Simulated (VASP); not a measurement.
Set up this calculation in VASP 6.6.1, as the native input.

- Task: single point
- Functional: PBE
- Potentials or basis: VASP PAW PBE potentials, release 64 (In_d)
- Cutoff: 520 eV
- k mesh: 20 × 20 × 20
- Occupations: fermi-dirac, width 0.0612256 eV
- Spin: no spin polarisation
- Dipole correction: no
- Further INCAR settings: ALGO = Normal; EDIFF = 1e-06; NBANDS = 12

The structure of In lies in POSCAR:

```
In
1.0
   -1.8686562023      1.8686562023      1.8686562023
    1.8686562023     -1.8686562023      1.8686562023
    1.8686562023      1.8686562023     -1.8686562023
In
1
Direct
    0.0000000000      0.0000000000      0.0000000000
```

This isn't the form of In at room conditions, which is tetragonal.

These files were run (other wordings do the same):

INCAR

```
SYSTEM = In
ALGO = Normal ; EDIFF = 1E-6
ENCUT = 520 ; GGA = PE
ISIF = 2 ; ISMEAR = -1
LASPH = .TRUE. ; LCHARG = .TRUE.
LELF = .TRUE. ; LREAL = .FALSE.
LVHAR = .TRUE. ; LWAVE = .FALSE.
NBANDS = 12 ; NELM = 80
PREC = Accurate ; SIGMA = 0.06122561905347299
```

KPOINTS

```
k-points
0
G
  20 20 20
  0 0 0
```

Potentials or basis: VASP PAW PBE potentials, release 64 (In_d).

Launch:

```sh
$ cat potpaw_PBE.64/In_d/POTCAR > POTCAR
$ mpirun -np 1 vasp_std > vasp.out
```

Results of the run:

```
Pressure               : 2.5 GPa
Band gap on the k mesh : zero (an odd number of electrons rules out a gap without spin polarisation)
```

Caveat: spin-orbit coupling is left out, which moves the levels of the heavy elements.

Run time: 67 s on 1 thread of AMD EPYC 7R13 (shared host), peak memory 0.17 GiB.
